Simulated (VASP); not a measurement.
# KTaO3 (Pm-3m) in VASP: further runs

The runs below take KTaO3 through single point, with PBE.

Everything below comes from runs of VASP 6.6.1. Logs are shortened: lines on timing, memory, paths and dates and some standing lists are left out, and cuts for length are marked.

## 1. The cell of the first run

The structure is cubic, space group Pm-3m (No. 221). The conventional cell has a = 3.900 Å, b = 3.900 Å, c = 3.900 Å, α = 90.00°, β = 90.00°, γ = 90.00°. K (site symmetry m-3m) has 12 O at 2.76 Å and 8 Ta at 3.38 Å within 3.6 Å. Within 2.6 Å of Ta (site symmetry m-3m) lie 6 O at 1.95 Å. O (site symmetry 4/mmm) has 2 Ta at 1.95 Å within 2.6 Å.

## 2. Single point, PBE (11.86 Å³/atom)

The input, INCAR:

```
SYSTEM = KTaO3
  PREC = Accurate
  ENCUT = 520
  EDIFF = 1E-6
  ISMEAR = 0
  SIGMA = 0.02
  LREAL = .False.
  LASPH = .True.
  NELM = 100
  ALGO = Normal
  ISIF = 2
  LWAVE = .False.
  LCHARG = .False.
  GGA = PE
  NBANDS = 27
```

The input, KPOINTS:

```
regular mesh
0
Gamma
  8 8 8
  0 0 0
```

The input, POSCAR:

```
KTaO3
1.0
    3.8998720538      0.0000000000      0.0000000000
    0.0000000000      3.8998720538      0.0000000000
    0.0000000000      0.0000000000      3.8998720538
K Ta O
1 1 3
Direct
    0.0000000000      0.0000000000      0.0000000000
    0.5000000000      0.5000000000      0.5000000000
    0.5000000000      0.0000000000      0.5000000000
    0.5000000000      0.5000000000      0.0000000000
    0.0000000000      0.5000000000      0.5000000000
```

Potentials or basis: VASP PAW PBE potentials, release 64 (K_sv, Ta_pv, O).

The run is started by

```bash
cat potpaw_PBE.64/K_sv/POTCAR potpaw_PBE.64/Ta_pv/POTCAR potpaw_PBE.64/O/POTCAR > POTCAR
mpirun -np 1 vasp_std > vasp.out
```

OUTCAR:

```text
SYSTEM = KTaO3
   PREC = Accurate
   ENCUT = 520
   EDIFF = 1E-6
   ISMEAR = 0
   LREAL = .False.
   LASPH = .True.
   NELM = 100
   ISIF = 2
   GGA = PE

 ion  position               nearest neighbor table
   1  0.000  0.000  0.000-   3 2.76   4 2.76   5 2.76   3 2.76   5 2.76   4 2.76   5 2.76   5 2.76
                             3 2.76   4 2.76   3 2.76   4 2.76   2 3.38   2 3.38   2 3.38   2 3.38
   2  0.500  0.500  0.500-   3 1.95   4 1.95   5 1.95   4 1.95   3 1.95   5 1.95   1 3.38   1 3.38
                             1 3.38   1 3.38   1 3.38   1 3.38   1 3.38   1 3.38
   3  0.500  0.000  0.500-   2 1.95   2 1.95   1 2.76   1 2.76   1 2.76   1 2.76
   4  0.500  0.500  0.000-   2 1.95   2 1.95   1 2.76   1 2.76   1 2.76   1 2.76
   5  0.000  0.500  0.500-   2 1.95   2 1.95   1 2.76   1 2.76   1 2.76   1 2.76

  LATTYP: Found a simple cubic cell.
 ALAT       =     3.8998720538

  Lattice vectors:

 A1 = (   3.8998720538,   0.0000000000,   0.0000000000)
 A2 = (   0.0000000000,   3.8998720538,   0.0000000000)
 A3 = (   0.0000000000,   0.0000000000,   3.8998720538)

Analysis of symmetry for initial positions (statically):
=====================================================================
 Subroutine PRICEL returns:
 Original cell was already a primitive cell.

 Routine SETGRP: Setting up the symmetry group for a
 simple cubic supercell.

 Subroutine GETGRP returns: Found 48 space group operations
 (whereof 48 operations were pure point group operations)
 out of a pool of 48 trial point group operations.

The static configuration has the point symmetry O_h .

Analysis of symmetry for dynamics (positions and initial velocities):
=====================================================================
 Subroutine PRICEL returns:
 Original cell was already a primitive cell.

 Routine SETGRP: Setting up the symmetry group for a
 simple cubic supercell.

 Subroutine GETGRP returns: Found 48 space group operations
 (whereof 48 operations were pure point group operations)
 out of a pool of 48 trial point group operations.

The dynamic configuration has the point symmetry O_h .

 Subroutine INISYM returns: Found 48 space group operations
 (whereof 48 operations are pure point group operations),
 and found     1 'primitive' translations

[... 94 lines left out ...]
   ISPIN  =      1    spin polarized calculation?
   LNONCOLLINEAR =      F non collinear calculations
   LSORBIT =      F    spin-orbit coupling
   LASPH  =      T    aspherical Exc in radial PAW
   ENCUT  =  520.0 eV  38.22 Ry    6.18 a.u.   7.25  7.25  7.25*2*pi/ulx,y,z
   NELM   =    100;   NELMIN=  2; NELMDL= -5     # of ELM steps
   EDIFF  = 0.1E-05   stopping-criterion for ELM
   LREAL  =      F    real-space projection
   EDIFFG = 0.1E-04   stopping-criterion for IOM
   NSW    =      0    number of steps for IOM
   IBRION =     -1    ionic relax: 0-MD 1-quasi-New 2-CG
   NFREE  =      0    steps in history (QN), initial steepest desc. (CG)
   ISIF   =      2    stress and relaxation
   ISYM   =      2    0-nonsym 1-usesym 2-fastsym
   POTIM  = 0.5000    time-step for ionic-motion
   TEBEG  =    0.0;   TEEND  =   0.0 temperature during run
   PSTRESS=    0.0 pullay stress
   NELECT =      38.0000    total number of electrons
   NUPDOWN=      -1.0000    fix difference up-down
   EMIN   =  10.00;   EMAX   =-10.00  energy-range for DOS
   EFERMI =   0.00;   METHOD = LEGACY
   ISMEAR =     0;   SIGMA  =   0.02  broadening in eV -4-tet -1-fermi 0-gaus
   EFERMI_NEDOS =   21; number of points for ismear=-14 and -15
   IALGO  =     38    algorithm
   IMIX   =      4    mixing-type and parameters
     AMIX     =   0.40;   BMIX     =  1.00
     AMIX_MAG =   1.60;   BMIX_MAG =  1.00
  volume/ion in A,a.u.               =      11.86        80.05
  Fermi-wavevector in a.u.,A,eV,Ry     =   1.411299  2.666968 27.099603  1.991765
  Thomas-Fermi vector in A             =   2.533165
   LORBIT       =      0    0 simple, 1 ext, 2 COOP (PROOUT), +10 PAW based schemes
   GGA     = PE    functional components
   LHFCALC =     F    Hartree Fock is set to
   AEXX    =    0.0000 exact exchange contribution
   IVDW    =     0    specifies the selected vdW correction
   LEPSILON=     F    determine dielectric tensor
   LRPA    =     F    only Hartree local field effects (RPA)
 non-spin polarized calculation
 Gauss-broadening in eV      SIGMA  =   0.02
  energy-cutoff  :      520.00
  volume of cell :       59.31
 maximum number of plane-waves:      1628
 NGX is ok and might be reduce to    30
   NGX = 15   NGY = 15   NGZ = 15

 number of electron      38.0000013 magnetization

 Free energy of the ion-electron system (eV)
  ---------------------------------------------------
  ext. energy  EPLUGINS =         0.00000000
  ---------------------------------------------------
  free energy    TOTEN  =       -40.66438243 eV

  energy without entropy =      -40.66438243  energy(sigma->0) =      -40.66438243

 E-fermi :   2.4171     XC(G=0): -11.2287

 val. band max:        2.2776358930   @ k =   0.5000   0.5000   0.5000
 cond. band min:       4.5958383222   @ k =   0.0000   0.0000   0.0000
 fundamental gap:      2.3182024292
 Fermi energy:         2.4171288756

 k-point     1 :       0.0000    0.0000    0.0000
  band No.  band energies     occupation
      1     -31.5461      2.00000
      2     -31.5461      2.00000
      3     -31.5461      2.00000
      4     -24.9983      2.00000
      5     -15.5205      2.00000
      6     -14.8018      2.00000
[... 709 lines left out ...]
     26      13.3035      0.00000
     27      13.4684      0.00000

 [... further k-points ...]
[... 5 lines left out ...]
  --------------------------------------------------------------------------------------
  -------------------------------------------------------------------------------------
  Total        8.4710913      8.4710913      8.4710913     -0.0000000      0.0000000     -0.0000000
  in kB      228.8225737    228.8225737    228.8225737     -0.0000000      0.0000000     -0.0000000
  external PRESSURE =     228.8225737 kB  Pullay stress =       0.0000000 kB

 VOLUME and BASIS-vectors are now :
 -----------------------------------------------------------------------------
  energy-cutoff  :      520.00
  volume of cell :       59.31
      direct lattice vectors                 reciprocal lattice vectors
     3.899872054  0.000000000  0.000000000     0.256418669  0.000000000  0.000000000
     0.000000000  3.899872054  0.000000000     0.000000000  0.256418669  0.000000000
     0.000000000  0.000000000  3.899872054     0.000000000  0.000000000  0.256418669

 POSITION                                       TOTAL-FORCE (eV/Angst)
 -----------------------------------------------------------------------------------
      0.00000      0.00000      0.00000         0.000000      0.000000      0.000000
      1.94994      1.94994      1.94994         0.000000      0.000000      0.000000
      1.94994      0.00000      1.94994         0.000000      0.000000      0.000000
      1.94994      1.94994      0.00000         0.000000      0.000000      0.000000
      0.00000      1.94994      1.94994         0.000000      0.000000      0.000000
 -----------------------------------------------------------------------------------
    total drift:                                0.000000      0.000000     -0.000000

  FREE ENERGIE OF THE ION-ELECTRON SYSTEM (eV)
  ---------------------------------------------------
  free  energy   TOTEN  =       -40.6643824265 eV

  energy  without entropy=      -40.6643824265  energy(sigma->0) =      -40.66438243
```

Wall time 78 s (1 thread of Intel Xeon 8259CL, shared host); peak memory 0.2 GiB.

What came out:

```yaml
Free_energy: -40.6644 eV
Pressure: 22.9 GPa
Band_gap_on_the_k_mesh: 2.32 eV (least direct gap 2.90 eV)
```

Caveat: the cell stands under pressure; spin-orbit coupling is left out, which moves the levels of the heavy elements.

## 3. Single point, PBE (12.25 Å³/atom)

This run uses another cell than the first one, of 12.25 Å³/atom.

The input, INCAR:

```
  PREC = Accurate
  ENCUT = 520
  EDIFF = 1E-6
  ISMEAR = 0
  SIGMA = 0.02
  LREAL = False
  LASPH = True
  NELM = 60
  ALGO = Normal
  ISIF = 2
  LWAVE = False
  LCHARG = False
  GGA = PE
  NBANDS = 27
```

The input, KPOINTS:

```
regular mesh
0
Gamma
  8 8 8
```

Changes to POSCAR since step 2:

```diff
@@ -2,5 +2,5 @@
 1.0
-    3.8998720538      0.0000000000      0.0000000000
-    0.0000000000      3.8998720538      0.0000000000
-    0.0000000000      0.0000000000      3.8998720538
+    3.9422652888      0.0000000000      0.0000000000
+    0.0000000000      3.9422652888      0.0000000000
+    0.0000000000      0.0000000000      3.9422652888
 K Ta O
```

Potentials or basis: VASP PAW PBE potentials, release 64 (K_sv, Ta_pv, O).

The run is started by

```bash
cat potpaw_PBE.64/K_sv/POTCAR potpaw_PBE.64/Ta_pv/POTCAR potpaw_PBE.64/O/POTCAR > POTCAR
mpirun -np 1 vasp_std > vasp.out
```

It took 68 s on 1 thread of Intel Xeon 8259CL, shared host; peak memory 0.2 GiB.

The run converged. Its results:

* Free energy: -40.8916 eV
* Pressure: 14.2 GPa
* Band gap on the k mesh: 2.25 eV (least direct gap 2.85 eV)

Levels at points of the mesh, in eV from the valence-band top:
```
           k point  band 16  band 17  band 18  band 19  band 20  band 21  band 22  band 23
(0.00, 0.00, 0.00)    -1.11    -0.60    -0.60    -0.60     2.25     2.25     2.25     6.91
(0.50, 0.00, 0.00)    -2.21    -1.60    -0.84    -0.84     2.43     5.26     5.26     7.22
(0.50, 0.50, 0.00)    -1.58    -1.47    -1.47    -0.04     5.30     5.30     6.64     8.13
(0.50, 0.50, 0.50)    -4.02     0.00     0.00     0.00     6.80     6.80     6.80     9.01
```

Caveat: the cell stands under pressure; spin-orbit coupling is left out, which moves the levels of the heavy elements.

## 4. Single point, PBE (12.64 Å³/atom)

This run uses another cell than the first one, of 12.64 Å³/atom.

The input, INCAR:

```
SYSTEM = KTaO3
  ALGO = Normal
  EDIFF = 1E-6
  ENCUT = 520
  GGA = PE
  ISIF = 2
  ISMEAR = 0
  LASPH = .TRUE.
  LCHARG = .FALSE.
  LREAL = .FALSE.
  LWAVE = .FALSE.
  NBANDS = 27
  NELM = 80
  PREC = Accurate
  SIGMA = 0.02
```

The input, KPOINTS:

```
k-points
0
G
  8 8 8
  0 0 0
```

Changes to POSCAR since step 3:

```diff
@@ -2,5 +2,5 @@
 1.0
-    3.9422652888      0.0000000000      0.0000000000
-    0.0000000000      3.9422652888      0.0000000000
-    0.0000000000      0.0000000000      3.9422652888
+    3.9837658679      0.0000000000      0.0000000000
+    0.0000000000      3.9837658679      0.0000000000
+    0.0000000000      0.0000000000      3.9837658679
 K Ta O
```

The run is started by

```bash
cat potpaw_PBE.64/K_sv/POTCAR potpaw_PBE.64/Ta_pv/POTCAR potpaw_PBE.64/O/POTCAR > POTCAR
mpirun -np 1 vasp_std > vasp.out
```

It took 59 s on 1 thread of Intel Xeon 8259CL, shared host; peak memory 0.2 GiB.

The run converged. Its results:

* Free energy: -41.0211 eV
* Pressure: 6.8 GPa
* Band gap on the k mesh: 2.18 eV (least direct gap 2.80 eV)

Levels at points of the mesh, in eV from the valence-band top:
```
           k point  band 15  band 16  band 17  band 18  band 19  band 20  band 21  band 22  band 23  band 24
(0.00, 0.00, 0.00)    -1.06    -1.06    -0.62    -0.62    -0.62     2.18     2.18     2.18     6.65     6.80
(0.50, 0.00, 0.00)    -2.32    -2.14    -1.52    -0.85    -0.85     2.34     5.04     5.04     6.84     8.53
(0.50, 0.50, 0.00)    -2.84    -1.64    -1.44    -1.44    -0.04     5.08     5.08     6.37     7.71    10.11
(0.50, 0.50, 0.50)    -3.92    -3.92     0.00     0.00     0.00     6.51     6.51     6.51     8.92     8.92
```

Caveat: the cell stands under pressure; spin-orbit coupling is left out, which moves the levels of the heavy elements. A k mesh can miss the band edges.

## 5. Single point, PBE

This run uses another cell than the first one, of 13.04 Å³/atom.

The input, INCAR:

```
SYSTEM = KTaO3
ALGO = Normal ; EDIFF = 1E-6
ENCUT = 520 ; GGA = PE
ISIF = 2 ; ISMEAR = 0
LASPH = .TRUE. ; LCHARG = .TRUE.
LELF = .TRUE. ; LREAL = .FALSE.
LVHAR = .TRUE. ; LWAVE = .FALSE.
NBANDS = 27 ; NELM = 60
PREC = Accurate ; SIGMA = 0.02
```

KPOINTS is that of step 4.

Changes to POSCAR since step 4:

```diff
@@ -2,5 +2,5 @@
 1.0
-    3.9837658679      0.0000000000      0.0000000000
-    0.0000000000      3.9837658679      0.0000000000
-    0.0000000000      0.0000000000      3.9837658679
+    4.0244193478      0.0000000000      0.0000000000
+    0.0000000000      4.0244193478      0.0000000000
+    0.0000000000      0.0000000000      4.0244193478
 K Ta O
```

The run is started by

```bash
cat potpaw_PBE.64/K_sv/POTCAR potpaw_PBE.64/Ta_pv/POTCAR potpaw_PBE.64/O/POTCAR > POTCAR
mpirun -np 1 vasp_std > vasp.out
```

It took 64 s on 1 thread of Intel Xeon 8259CL, shared host; peak memory 0.21 GiB.

Results (log left out):

* Free energy: -41.0675 eV
* Pressure: 0.6 GPa
* Band gap on the k mesh: 2.12 eV (least direct gap 2.75 eV)

Levels at points of the mesh, in eV from the valence-band top:
```tsv
k point	band 16	band 17	band 18	band 19	band 20	band 21	band 22	band 23
(0.00, 0.00, 0.00)	-1.02	-0.63	-0.63	-0.63	2.12	2.12	2.12	6.41
(0.50, 0.00, 0.00)	-2.08	-1.45	-0.85	-0.85	2.26	4.84	4.84	6.49
(0.50, 0.50, 0.00)	-1.70	-1.40	-1.40	-0.04	4.88	4.88	6.11	7.32
(0.50, 0.50, 0.50)	-3.82	0.00	0.00	0.00	6.23	6.23	6.23	8.84
```

Caveat: spin-orbit coupling is left out, which moves the levels of the heavy elements. A k mesh can miss the band edges.

## 6. Single point, PBE

This run uses another cell than the first one, of 13.04 Å³/atom.

The input, INCAR:

```
PREC = Accurate
ENCUT = 520
EDIFF = 1E-7
ISMEAR = 0
SIGMA = 0.02
LREAL = F
LASPH = T
NELM = 80
ALGO = Normal
ISIF = 2
LWAVE = F
LCHARG = T
GGA = PE
LELF = T
LVHAR = T
NBANDS = 27
```

The input, KPOINTS:

```
Automatic mesh
0
Gamma
  8 8 8
```

POSCAR is that of step 5.

Potentials or basis: VASP PAW PBE potentials, release 64 (K_sv, Ta_pv, O).

The run is started by

```bash
cat potpaw_PBE.64/K_sv/POTCAR potpaw_PBE.64/Ta_pv/POTCAR potpaw_PBE.64/O/POTCAR > POTCAR
mpirun -np 1 vasp_std > vasp.out
```

Wall time 68 s (1 thread of Intel Xeon 8259CL, shared host); peak memory 0.21 GiB.

The run converged. Its results:

| Property | Result |
| --- | --- |
| Free energy | -41.0675 eV |
| Pressure | 0.6 GPa |
| Band gap on the k mesh | 2.12 eV (least direct gap 2.75 eV) |

Levels at points of the mesh, in eV from the valence-band top:
| k point | band 16 | band 17 | band 18 | band 19 | band 20 | band 21 | band 22 | band 23 |
| --- | --- | --- | --- | --- | --- | --- | --- | --- |
| (0.00, 0.00, 0.00) | -1.02 | -0.63 | -0.63 | -0.63 | 2.12 | 2.12 | 2.12 | 6.41 |
| (0.50, 0.00, 0.00) | -2.08 | -1.45 | -0.85 | -0.85 | 2.26 | 4.84 | 4.84 | 6.49 |
| (0.50, 0.50, 0.00) | -1.70 | -1.40 | -1.40 | -0.04 | 4.88 | 4.88 | 6.11 | 7.32 |
| (0.50, 0.50, 0.50) | -3.82 | 0.00 | 0.00 | 0.00 | 6.23 | 6.23 | 6.23 | 8.84 |

Caveat: spin-orbit coupling is left out, which moves the levels of the heavy elements.

## 7. Overview

```tsv
cell	gap on the mesh (eV)	pressure (GPa)
a = 3.900 Å, 5 atoms	2.32	22.9
a = 3.942 Å, 5 atoms	2.25	14.2
a = 3.984 Å, 5 atoms	2.18	6.8
a = 4.024 Å, 5 atoms	2.12	0.6
```

Alike in all rows: task single point; level PBE; potentials or basis VASP PAW PBE potentials, release 64 (K_sv, Ta_pv, O); no spin polarisation; k mesh 8 × 8 × 8; cutoff (eV) 520; smearing gaussian 0.02 eV.

Caveats: spin-orbit coupling is left out, which moves the levels of the heavy elements; the cell stands under pressure (at least some runs).

Total energies depend on the potentials used, so only differences within one code and one set of settings carry meaning.
